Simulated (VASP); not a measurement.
Set up this calculation in VASP 6.6.1, as the native input.

| Item | Value |
| --- | --- |
| Task | single point |
| Functional | LDA |
| Potentials or basis | VASP PAW LDA potentials, release 64 (H, C, B) |
| Cutoff | 520 eV |
| k mesh | 2 × 2 × 1 |
| Occupations | fermi-dirac, width 0.02 eV |
| Spin | no spin polarisation |
| Dipole correction | no |
| Further INCAR settings | LREAL = Auto; ALGO = Normal; EDIFF = 1e-06; NBANDS = 69 |

The structure of BH11C20 lies in POSCAR:

```
BH11C20
1.0
    5.0487420000      0.0000000000      0.0000000000
    0.0000000000      5.0487420000      0.0000000000
    0.0000000000      0.0000000000     15.1647000000
H C B
11 20 1
Direct
    0.4277868000      0.0000000000      0.0659426000
    0.0722132000      0.0000000000      0.0659426000
    0.9277868000      0.0000000000      0.0659426000
    0.5722132000      0.0000000000      0.0659426000
    0.4277868000      0.5000000000      0.0659426000
    0.0722132000      0.5000000000      0.0659426000
    0.9277868000      0.5000000000      0.0659426000
    0.5722132000      0.5000000000      0.0659426000
   -0.0001049427      0.4658309523      0.4912325020
   -0.2432200817     -0.0056678867      0.4029923721
    0.2431977841     -0.0058013620      0.4029874696
    0.2500000000      0.0000000000      0.1077964000
    0.7500000000      0.0000000000      0.1077964000
    0.2500000000      0.5000000000      0.1077964000
    0.7500000000      0.5000000000      0.1077964000
    0.2500000000      0.2500000000      0.1666502000
    0.7500000000      0.2500000000      0.1666502000
    0.2500000000      0.7500000000      0.1666502000
    0.7500000000      0.7500000000      0.1666502000
    0.0000057422      0.2450406829      0.2174900271
    0.4999888419      0.2559447158      0.2231018465
   -0.0000191832      0.7470138266      0.2268752627
    0.4999845504      0.7529005532      0.2314569560
   -0.0000548687      0.0139653312      0.2825552217
    0.4999740025      0.0229959520      0.2849868299
   -0.0000301636      0.4770255925      0.2757304514
    0.4999600181      0.4898592493      0.2912241267
    0.2449913504      0.0856428666      0.3365919418
    0.7549235760      0.0856943137      0.3365910177
    0.2304374701      0.4167924402      0.3391207043
    0.7694770751      0.4168023272      0.3391107439
   -0.0000764568      0.4620817977      0.4114688500
```

These files were run (other wordings do the same):

INCAR

```
SYSTEM = BH11C20
PREC = Accurate
ENCUT = 520
EDIFF = 1E-6
ISMEAR = -1
SIGMA = 0.02
LREAL = Auto
LASPH = .TRUE.
NELM = 100
ALGO = Normal
ISIF = 2
LWAVE = .FALSE.
LCHARG = .TRUE.
GGA = CA
LELF = .TRUE.
LVHAR = .TRUE.
NBANDS = 69
```

KPOINTS

```
regular mesh
0
G
  2 2 1
  0 0 0
```

Potentials or basis: VASP PAW LDA potentials, release 64 (H, C, B).

Launch:

```sh
$ cat potpaw_LDA.64/H/POTCAR potpaw_LDA.64/C/POTCAR potpaw_LDA.64/B/POTCAR > POTCAR
$ mpirun -np 1 vasp_std > vasp.out
```

It gave:

```
Largest force          : 9.046 eV/Å
Band gap on the k mesh : 0.88 eV, direct
```

Caveat: the k points lie up to 0.62 Å⁻¹ apart.

It took 8.1 min on 1 thread of Oxide Virtual Turin-like Processor, on a shared host, peak memory 0.34 GiB.
